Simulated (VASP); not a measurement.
Here is a VASP 6.6.1 calculation.

INCAR

```
  PREC = Accurate
  ENCUT = 520
  EDIFF = 1E-6
  ISMEAR = 0
  SIGMA = 0.15
  LREAL = F
  LASPH = T
  NELM = 150
  ALGO = Normal
  ISIF = 2
  LWAVE = F
  LCHARG = T
  ISPIN = 2
  MAGMOM = 0.4 0.4
  LORBIT = 11
  NUPDOWN = 0.8
  LMAXMIX = 4
  GGA = CA
  LELF = T
  LVHAR = T
  NBANDS = 20
```

File KPOINTS:

```
regular mesh
0
Gamma
  21 21 12
```

File POSCAR:

```
Ir
1.0
    2.6500373936      0.0000000000      0.0000000000
   -1.3250186968      2.2949997038      0.0000000000
    0.0000000000      0.0000000000      4.2967294997
Ir
2
Direct
    0.6666666667      0.3333333333      0.7500000000
    0.3333333333      0.6666666667      0.2500000000
```

Potentials or basis: VASP PAW LDA potentials, release 64 (Ir).

Command:

```console
$ cat potpaw_LDA.64/Ir/POTCAR > POTCAR
$ mpirun -np 1 vasp_std > vasp.out
```

What does it give for the pressure?

34.2 GPa.

Stress tensor (GPa, compression positive):
```
34.25  0.00  0.00
 0.00 34.25  0.00
 0.00  0.00 34.16
```

Caveat: the cell stands under pressure; the total moment is fixed, so each spin has its own Fermi level and the state may be an excited one.
